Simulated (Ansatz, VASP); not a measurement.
# One calculation of Ga, two programs

```
Ga
1.0
     2.65925    0.00000    0.00000
     0.00000    2.65925    0.00000
     0.00000    0.00000    2.65925
Ga
1
Direct
  0.00000 0.00000 0.00000
```

Alike in both runs: functional PBEsol; k mesh 16 × 16 × 16; occupations gaussian, width 0.1 eV; no spin polarisation.

Ansatz relaxed the structure, and its values are those at the end. VASP's run is a single point on that final structure, the one shown.

|  | VASP | Ansatz |
| --- | --- | --- |
| version | VASP 6.6.1 | Ansatz 0.2.0 |
| potentials or method | VASP PAW PBE potentials, release 64 (Ga_d), cutoff 520 eV | scalar-relativistic, plane waves, PAW |
| valence electrons in the cell | 13 | 13 |

VASP gave:

```
gap on the k mesh at the Fermi level (eV) : none
pressure (GPa)                            : 0.1
```

Estimate Ansatz's values.

gap on the k mesh at the Fermi level (eV): none; pressure (GPa): 0.0.

VASP's potentials were made for PBE, not for PBEsol. A gap of «none» marks a metal or a gap that the smearing closes.
